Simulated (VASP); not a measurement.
HCl, 2 atoms in the cell. Symmetry: I4/mmm, No. 139, tetragonal system. The conventional cell has a = 3.871 Å, b = 3.871 Å, c = 5.393 Å, α = 90.00°, β = 90.00°, γ = 90.00°. H (site symmetry 4/mmm) has 6 Cl at 2.70 to 2.74 Å within 3.6 Å. Within 3.6 Å of Cl (site symmetry 4/mmm) lie 6 H at 2.70 to 2.74 Å.  This cell differs from its parent crystal: strain +0.000 along x and y, -0.015 along z.

```yaml
Program: VASP 6.6.1
Task: single point
Functional: r2SCAN
Potentials_or_basis: VASP PAW PBE potentials, release 64 (H, Cl)
Cutoff: 520 eV
k_mesh: 16 × 16 × 16
Occupations: gaussian, width 0.15 eV
Spin: no spin polarisation
Dipole_correction: no
Further_INCAR_settings: ALGO = Normal; EDIFF = 1e-06; NBANDS = 11
```

Potentials or basis: VASP PAW PBE potentials, release 64 (H, Cl).

Run with:

```console
$ cat potpaw_PBE.64/H/POTCAR potpaw_PBE.64/Cl/POTCAR > POTCAR
$ cp INCAR.step1 INCAR
$ mpirun -np 1 vasp_std > vasp.out
$ cp INCAR.step2 INCAR
$ mpirun -np 1 vasp_std > vasp.out
```

Hardware: 1 thread of Intel Xeon 6975P-C, on a shared host.

Estimate the wall time of this run.

Wall time 12 min on 1 thread of Intel Xeon 6975P-C, with other jobs on the host, peak memory 0.27 GiB. Counts: k points 349.
